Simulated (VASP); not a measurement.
TaRu, 2 atoms in the cell. Symmetry: P4/mmm, No. 123, tetragonal system. Conventional cell: a = 3.271 Å, b = 3.271 Å, c = 3.026 Å, α = 90.00°, β = 90.00°, γ = 90.00°. Within 3.6 Å of Ta (site symmetry 4/mmm) lie 8 Ru at 2.76 Å and 6 Ta at 3.03 to 3.27 Å. Ru (site symmetry 4/mmm) has 8 Ta at 2.76 Å and 6 Ru at 3.03 to 3.27 Å within 3.6 Å. 

```yaml
Program: VASP 6.6.1
Task: single point
Functional: r2SCAN
Potentials_or_basis: VASP PAW PBE potentials, release 64 (Ta_pv, Ru_pv)
Cutoff: 520 eV
k_mesh: 10 × 10 × 10
Occupations: methfessel-paxton, width 0.15 eV
Spin: no spin polarisation
Dipole_correction: no
Further_INCAR_settings: ALGO = Normal; EDIFF = 1e-06; NBANDS = 20
```

Potentials or basis: VASP PAW PBE potentials, release 64 (Ta_pv, Ru_pv).

Launch:

```sh
$ cat potpaw_PBE.64/Ta_pv/POTCAR potpaw_PBE.64/Ru_pv/POTCAR > POTCAR
$ cp INCAR.step1 INCAR
$ mpirun -np 1 vasp_std > vasp.out
$ cp INCAR.step2 INCAR
$ mpirun -np 1 vasp_std > vasp.out
```

Hardware: 1 thread of Intel(R) Xeon(R) Platinum 8259CL CPU @ 2.50GHz (Skylake/Cascade Lake) (shared host).

Question: How long does it take, and how much memory?

Answer: Run time: 2.9 min on 1 thread of Intel(R) Xeon(R) Platinum 8259CL CPU @ 2.50GHz (Skylake/Cascade Lake), with other jobs on the host, peak memory 0.21 GiB. Counts: k points 126.
